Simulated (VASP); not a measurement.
Runs of VASP 6.6.1 on Au. The structure is that of space group Fm-3m (No. 225), or close to it. The cells are those of the table. 

| task | cell | k mesh | cutoff (eV) | smearing | gap on the mesh (eV) | pressure (GPa) | relaxed volume (Å³/atom) |
| --- | --- | --- | --- | --- | --- | --- | --- |
| relaxation of cell and atoms | relaxed from a = 2.946 Å, angles 60.0°, 1 atom | 18 × 18 × 18 | 600 | gaussian 0.1 eV | none | 0.0 | 17.95 |
| single point | a = 2.940 Å, angles 60.0°, 1 atom | 18 × 18 × 18 | 520 | gaussian 0.1 eV | none | -0.3 | - |
| single point | a = 2.946 Å, angles 60.0°, 1 atom | 8 × 8 × 8 | 520 | gaussian 0.1 eV | none | -0.3 | - |
| relaxation of cell and atoms | relaxed from a = 2.940 Å, angles 60.0°, 1 atom | 20 × 20 × 20 | 600 | fermi-dirac 0.15 eV | none | 0.0 | 17.96 |
| single point | a = 2.940 Å, angles 60.0°, 1 atom | 20 × 20 × 20 | 520 | fermi-dirac 0.15 eV | none | -0.2 | - |
| relaxation of cell and atoms | relaxed from a = 2.878 Å, angles 60.0°, 1 atom | 8 × 8 × 8 | 600 | gaussian 0.1 eV | none | -0.2 | (a) |

Alike in all rows: level PBE; potentials or basis VASP PAW PBE potentials, release 64 (Au); no spin polarisation.

Q: Fill in the values left out.

A: (a) 18.07.

Caveats: spin-orbit coupling is left out, which moves the levels of the heavy elements.

A k mesh can miss the band edges, and the runs leave out spin-orbit coupling on Au.

A gap of «none» marks levels without a gap at the run's occupations.
